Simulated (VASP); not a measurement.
Write the native input for VASP 6.6.1 that does the following.

| Property | Result |
| --- | --- |
| Task | single point |
| Functional | PBEsol |
| Potentials or basis | VASP PAW PBE potentials, release 64 (Al, Ni) |
| Cutoff | 520 eV |
| k mesh | 6 × 6 × 8 |
| Occupations | gaussian, width 0.1 eV |
| Spin | no spin polarisation |
| Dipole correction | no |
| Further INCAR settings | LREAL = Auto; ALGO = Fast; EDIFF = 1e-06; NBANDS = 52 |

The structure of Al3Ni lies in POSCAR:

```
Al3Ni
1.0
    6.7165553804      0.0000000000      0.0000000000
    0.0000000000      7.4542251621      0.0000000000
    0.0000000000      0.0000000000      4.8618166591
Al Ni
12 4
Direct
    0.0085736788      0.2500000000      0.9153396462
    0.1700960885      0.4437117582      0.3646657721
    0.1700960885      0.0562882418      0.3646657721
    0.3299039115      0.5562882418      0.8646657721
    0.6700960885      0.4437117582      0.1353342279
    0.8299039115      0.9437117582      0.6353342279
    0.6700960885      0.0562882418      0.1353342279
    0.8299039115      0.5562882418      0.6353342279
    0.3299039115      0.9437117582      0.8646657721
    0.5085736788      0.2500000000      0.5846603538
    0.9914263212      0.7500000000      0.0846603538
    0.4914263212      0.7500000000      0.4153396462
    0.8698518479      0.2500000000      0.4429972452
    0.3698518479      0.2500000000      0.0570027548
    0.1301481521      0.7500000000      0.5570027548
    0.6301481521      0.7500000000      0.9429972452
```

One way to write it, as run:

INCAR

```
SYSTEM = Al3Ni
PREC     = Accurate       ! precision mode
ENCUT    = 520            ! plane-wave cutoff, eV
EDIFF    = 1E-6           ! SCF threshold, eV
ISMEAR   = 0              ! smearing method
SIGMA    = 0.1            ! smearing width, eV
LREAL    = Auto         
LASPH    = .True.         ! aspherical terms in the spheres
NELM     = 60             ! most SCF steps
ALGO     = Fast           ! electronic algorithm
ISIF     = 2              ! what is computed and relaxed
LWAVE    = .False.        ! write WAVECAR
LCHARG   = .True.         ! write CHGCAR
GGA      = PS             ! functional
LELF     = .True.         ! ELF
LVHAR    = .True.       
NBANDS   = 52             ! bands
```

KPOINTS

```
Automatic mesh
0
Gamma
  6 6 8
  0 0 0
```

Potentials or basis: VASP PAW PBE potentials, release 64 (Al, Ni).

The run is started by

```console
$ cat potpaw_PBE.64/Al/POTCAR potpaw_PBE.64/Ni/POTCAR > POTCAR
$ mpirun -np 1 vasp_std > vasp.out
```

Results of the run:

- Pressure: -6.3 GPa
- Largest force: 0.011 eV/Å
- Band gap on the k mesh: zero (bands 38 and 39 overlap by 1.76 eV)

Caveat: the cell stands under tension; the PAW data sets were made with another functional, which shifts forces and pressure a little.

Wall time 13 min on 1 thread of Intel(R) Xeon(R) 6975P-C (Granite Rapids), on a shared host, peak memory 0.72 GiB.
